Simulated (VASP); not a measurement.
# Cr (I4/mmm) in VASP: notebook

Cr is run at these levels: PBE; tasks: single point.

Program: VASP 6.6.1. These are calculated values, not measurements. Logs are shortened: lines on timing, memory, paths and dates and some standing lists are left out, and cuts for length are marked.

**1. The cell of the first run**

Symmetry: I4/mmm, No. 139, tetragonal system. Conventional cell: a = 2.831 Å, b = 2.831 Å, c = 3.266 Å, α = 90.00°, β = 90.00°, γ = 90.00°. Cr (site symmetry 4/mmm) has 14 Cr at 2.58 to 3.27 Å within 3.4 Å.

**2. Single point, PBE, non-collinear spin, typed start, spin-orbit coupling (stretched by +10 % along [0.0, 0.0, 1.0] at fixed volume)**

Contents of INCAR:

```
SYSTEM = Cr
PREC     = Accurate       ! precision mode
ENCUT    = 520            ! plane-wave cutoff, eV
EDIFF    = 1E-6           ! SCF threshold, eV
ISMEAR   = -1             ! smearing method
SIGMA    = 0.1            ! smearing width, eV
LREAL    = .FALSE.        ! projectors in reciprocal space
LASPH    = .TRUE.         ! aspherical terms in the spheres
NELM     = 150            ! most SCF steps
ALGO     = Normal         ! electronic algorithm
ISIF     = 2              ! what is computed and relaxed
LWAVE    = .FALSE.        ! write WAVECAR
LCHARG   = .FALSE.        ! write CHGCAR
MAGMOM   = 0 0 -1.7 0 0 1.7 ! initial moments
LORBIT   = 11             ! projections on sites
LSORBIT  = .TRUE.         ! spin-orbit coupling
GGA_COMPAT= .FALSE.      
LORBMOM  = .TRUE.       
LMAXMIX  = 4              ! l up to which the mixer works
GGA      = PE             ! functional
NBANDS   = 36             ! bands
```

Contents of KPOINTS:

```
regular mesh
0
G
  9 9 8
  0 0 0
```

Contents of POSCAR:

```
Cr
1.0
    2.8307344662      0.0000000000      0.0000000000
    0.0000000000      2.8307344662      0.0000000000
    0.0000000000      0.0000000000      3.2657892906
Cr
2
Direct
    0.0000000000      0.0000000000      0.0000000000
    0.5000000000      0.5000000000      0.5000000000
```

Potentials or basis: VASP PAW PBE potentials, release 64 (Cr_pv).

The run is started by

```bash
$ cat potpaw_PBE.64/Cr_pv/POTCAR > POTCAR
$ mpirun -np 1 vasp_ncl > vasp.out
```

OUTCAR:

```text
SYSTEM = Cr
   PREC = Accurate
   ENCUT = 520
   EDIFF = 1E-6
   ISMEAR = -1
   LREAL = .FALSE.
   LASPH = .TRUE.
   NELM = 150
   ISIF = 2
   LORBIT = 11
   LSORBIT = .TRUE.
   GGA = PE

 ion  position               nearest neighbor table
   1  0.000  0.000  0.000-   2 2.58   2 2.58   2 2.58   2 2.58   2 2.58   2 2.58   2 2.58   2 2.58

   2  0.500  0.500  0.500-   1 2.58   1 2.58   1 2.58   1 2.58   1 2.58   1 2.58   1 2.58   1 2.58

  LATTYP: Found a simple tetragonal cell.
 ALAT       =     2.8307344662
 C/A-ratio  =     1.1536897330

  Lattice vectors:

 A1 = (   2.8307344662,   0.0000000000,   0.0000000000)
 A2 = (   0.0000000000,   2.8307344662,   0.0000000000)
 A3 = (   0.0000000000,   0.0000000000,   3.2657892906)

Analysis of symmetry for initial positions (statically):
=====================================================================
 Subroutine PRICEL returns following result:

  LATTYP: Found a body centered tetragonal cell.
 ALAT       =     2.8307344662
 C/A-ratio  =     1.1536897330

  Lattice vectors:

 A1 = (  -1.4153672331,  -1.4153672331,  -1.6328946453)
 A2 = (   1.4153672331,   1.4153672331,  -1.6328946453)
 A3 = (   1.4153672331,  -1.4153672331,   1.6328946453)

   2 primitive cells build up your supercell.

 Routine SETGRP: Setting up the symmetry group for a
 simple tetragonal supercell.

 Subroutine GETGRP returns: Found 16 space group operations
 (whereof 16 operations were pure point group operations)
 out of a pool of 16 trial point group operations.

The static configuration has the point symmetry D_4h.

Analysis of symmetry for dynamics (positions and initial velocities):
=====================================================================
 Subroutine PRICEL returns following result:

  LATTYP: Found a body centered tetragonal cell.
 ALAT       =     2.8307344662
 C/A-ratio  =     1.1536897330

  Lattice vectors:

 A1 = (  -1.4153672331,  -1.4153672331,  -1.6328946453)
 A2 = (   1.4153672331,   1.4153672331,  -1.6328946453)
 A3 = (   1.4153672331,  -1.4153672331,   1.6328946453)

   2 primitive cells build up your supercell.

 Routine SETGRP: Setting up the symmetry group for a
 simple tetragonal supercell.

 Subroutine GETGRP returns: Found 16 space group operations
[... 1136 lines left out ...]
 -----------------------------------------------------------------------------------
      0.00000      0.00000      0.00000         0.000000      0.000000      0.000000
      1.41537      1.41537      1.63289         0.000000      0.000000      0.000000
 -----------------------------------------------------------------------------------
    total drift:                                0.000000     -0.000000     -0.000000

  FREE ENERGIE OF THE ION-ELECTRON SYSTEM (eV)
  ---------------------------------------------------
  free  energy   TOTEN  =       -18.6946372975 eV

  energy  without entropy=      -18.6512007148  energy(sigma->0) =      -18.67291901

 orbital moment (x)

 # of ion     p       d       tot
 ----------------------------------------
  1        -0.000   0.000   0.000
  2         0.000  -0.000  -0.000
 ----------------------------------------
            0.000   0.000   0.000

 orbital moment (y)

 # of ion     p       d       tot
 ----------------------------------------
  1         0.000   0.000   0.000
  2        -0.000   0.000   0.000
 ----------------------------------------
           -0.000   0.000   0.000

 orbital moment (z)

 # of ion     p       d       tot
 ----------------------------------------
  1         0.000   0.011   0.011
  2        -0.000  -0.011  -0.011
 ----------------------------------------
            0.000  -0.000  -0.000

 Spin-Orbit-Coupling matrix elements

 Ion:    1  E_soc:     -0.0228883
 l=   1
     0.0000000    -0.0030494    -0.0030404
    -0.0030494     0.0000000    -0.0030494
    -0.0030404    -0.0030494     0.0000000
 l=   2
     0.0000000    -0.0002028     0.0000000    -0.0002028    -0.0005358
    -0.0002028     0.0000000    -0.0004459    -0.0001489    -0.0001613
     0.0000000    -0.0004459     0.0000000    -0.0004459     0.0000000
    -0.0002028    -0.0001489    -0.0004459     0.0000000    -0.0001613
    -0.0005358    -0.0001613     0.0000000    -0.0001613     0.0000000
 l=   3
     0.0000000     0.0000000     0.0000000     0.0000000     0.0000000     0.0000000     0.0000000
     0.0000000     0.0000000     0.0000000     0.0000000     0.0000000     0.0000000     0.0000000
     0.0000000     0.0000000     0.0000000     0.0000000     0.0000000     0.0000000     0.0000000
     0.0000000     0.0000000     0.0000000     0.0000000     0.0000000     0.0000000     0.0000000
     0.0000000     0.0000000     0.0000000     0.0000000     0.0000000     0.0000000     0.0000000
     0.0000000     0.0000000     0.0000000     0.0000000     0.0000000     0.0000000     0.0000000
     0.0000000     0.0000000     0.0000000     0.0000000     0.0000000     0.0000000     0.0000000

 Ion:    2  E_soc:     -0.0228883
 l=   1
     0.0000000    -0.0030494    -0.0030404
    -0.0030494     0.0000000    -0.0030494
    -0.0030404    -0.0030494     0.0000000
 l=   2
     0.0000000    -0.0002028     0.0000000    -0.0002028    -0.0005358
    -0.0002028     0.0000000    -0.0004459    -0.0001489    -0.0001613
     0.0000000    -0.0004459     0.0000000    -0.0004459     0.0000000
    -0.0002028    -0.0001489    -0.0004459     0.0000000    -0.0001613
    -0.0005358    -0.0001613     0.0000000    -0.0001613     0.0000000
 l=   3
     0.0000000     0.0000000     0.0000000     0.0000000     0.0000000     0.0000000     0.0000000
     0.0000000     0.0000000     0.0000000     0.0000000     0.0000000     0.0000000     0.0000000
     0.0000000     0.0000000     0.0000000     0.0000000     0.0000000     0.0000000     0.0000000
     0.0000000     0.0000000     0.0000000     0.0000000     0.0000000     0.0000000     0.0000000
     0.0000000     0.0000000     0.0000000     0.0000000     0.0000000     0.0000000     0.0000000
     0.0000000     0.0000000     0.0000000     0.0000000     0.0000000     0.0000000     0.0000000
     0.0000000     0.0000000     0.0000000     0.0000000     0.0000000     0.0000000     0.0000000

 total charge

# of ion       s       p       d       tot
------------------------------------------
    1        0.400   6.327   4.104  10.831
    2        0.400   6.327   4.104  10.831
--------------------------------------------------
tot          0.800  12.653   8.209  21.662

 magnetization (x)

# of ion       s       p       d       tot
------------------------------------------
    1        0.000   0.000   0.000   0.000
    2        0.000   0.000   0.000   0.000
--------------------------------------------------
tot          0.000   0.000   0.000   0.000

 magnetization (y)

# of ion       s       p       d       tot
------------------------------------------
    1        0.000   0.000   0.000   0.000
    2        0.000   0.000   0.000   0.000
--------------------------------------------------
tot          0.000   0.000   0.000   0.000

 magnetization (z)

# of ion       s       p       d       tot
------------------------------------------
    1       -0.026  -0.020  -1.795  -1.841
    2        0.026   0.020   1.795   1.841
--------------------------------------------------
tot          0.000   0.000   0.000   0.000
```

OSZICAR:

```text
N       E                     dE             d eps       ncg     rms          rms(c)
DAV:   1     0.297708306795E+03    0.29771E+03   -0.13120E+04  5400   0.163E+03
[... 13 lines left out ...]
DAV:  62    -0.186946563362E+02   -0.47862E-05   -0.99350E-06  4908   0.334E-02    0.701E-03
DAV:  63    -0.186946514923E+02    0.48439E-05   -0.86299E-06  4832   0.311E-02    0.589E-03
DAV:  64    -0.186946465285E+02    0.49638E-05   -0.20893E-05  4840   0.484E-02    0.502E-03
DAV:  65    -0.186946400698E+02    0.64587E-05   -0.23075E-05  5372   0.508E-02    0.296E-03
DAV:  66    -0.186946384318E+02    0.16380E-05   -0.13375E-05  4836   0.386E-02    0.222E-03
DAV:  67    -0.186946372742E+02    0.11576E-05   -0.73083E-06  4824   0.247E-02    0.128E-03
DAV:  68    -0.186946372975E+02   -0.23281E-07   -0.31658E-07  2852   0.720E-03
   1 F= -.18694637E+02 E0= -.18672919E+02  d E =-.434366E-01  mag=    -0.0000     0.0000     0.0000
```

Run time: 5.6 min. Hardware: 1 thread of Intel Xeon 6975P-C (Granite Rapids), shared host; peak memory 0.26 GiB.

Results:

```yaml
Free_energy: -18.6946 eV
Pressure: -10.2 GPa
Net_moment: 0.00 μB per cell
Valence_electrons_inside_the_program's_atomic_spheres: Cr 10.83
```

Stress tensor (GPa, compression positive):
```
 -0.16   0.00   0.00
  0.00  -0.16   0.00
  0.00   0.00 -30.41
```

Moments on the atoms (μB; x, y, z):
```
Cr   0.00  0.00 -1.84
Cr   0.00  0.00  1.84
```

Caveat: the stress differs along the axes, from -30 to -0 GPa.

[end of part 1 of 2]
